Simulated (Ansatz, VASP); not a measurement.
# Two plane-wave programs on Pt

```
Pt
1.0
     4.96535    0.00000    0.00000
     0.00000    4.96535    0.00000
     0.00000    0.00000    4.96535
Pt
8
Direct
  0.00000 0.00000 0.00000
  0.50000 0.50000 0.50000
  0.25000 0.00000 0.50000
  0.75000 0.00000 0.50000
  0.50000 0.25000 0.00000
  0.50000 0.75000 0.00000
  0.00000 0.50000 0.25000
  0.00000 0.50000 0.75000
```

Alike in both runs: functional LDA; k mesh 5 × 5 × 5; occupations fermi-dirac, width 0.1 eV; no spin polarisation.

Ansatz relaxed the structure, and its values are those at the end. VASP's run is a single point on that final structure, the one shown.

|  | VASP | Ansatz |
| --- | --- | --- |
| version | VASP 6.6.1 | Ansatz 0.2.0 |
| potentials or method | VASP PAW LDA potentials, release 64 (Pt), cutoff 520 eV | plane waves (420 eV) with PAW, scalar-relativistic |
| valence electrons in the cell | 80 | 144 |

Ansatz gave:

- pressure (GPa): 0.0

Task: What did VASP give for the same quantities?

Result: Pressure (GPa): 0.6.

Ansatz warns that its potentials were made for another functional, while VASP's fit it. LDA's correlation is that of Perdew and Zunger in VASP and of Perdew and Wang (1992) in Ansatz. VASP's potentials hold 80 valence electrons a cell and Ansatz's 144, so a difference there can come from the potentials and not from the codes.

Spin-orbit coupling is off throughout.
